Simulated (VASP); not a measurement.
Crystal: MgO.

```xyz
2
Lattice="0.0000 2.0185 2.0185 2.0185 0.0000 2.0185 2.0185 2.0185 0.0000" Properties=species:S:1:pos:R:3 pbc="T T T"
Mg    0.0000    0.0000    0.0000
O     2.0185    2.0185    2.0185
```

Base run:

| Quantity | Value |
| --- | --- |
| Program | VASP 6.6.1 |
| Functional | PBEsol |
| Potentials or basis | VASP PAW PBE potentials, release 64 (Mg, O) |
| Cutoff | 520 eV |
| k mesh | 13 × 13 × 13 |
| Occupations | fermi-dirac, width 0.02 eV |
| Spin | no spin polarisation |

Its results: band gap on the k mesh 5.97 eV; pressure 26.3 GPa.

Task: The run is repeated on the same cell with these changes: functional from PBEsol to LDA; potentials or basis from VASP PAW PBE potentials, release 64 (Mg, O) to VASP PAW LDA potentials, release 64 (Mg, O). What comes out?

Result: Band gap on the k mesh 6.00 eV; pressure 16.9 GPa.

Caveats: the cell stands under pressure; an odd mesh through Γ misses points on the zone boundary, where band edges can lie; the PAW data sets were made with another functional, which shifts forces and pressure a little (at least some runs).
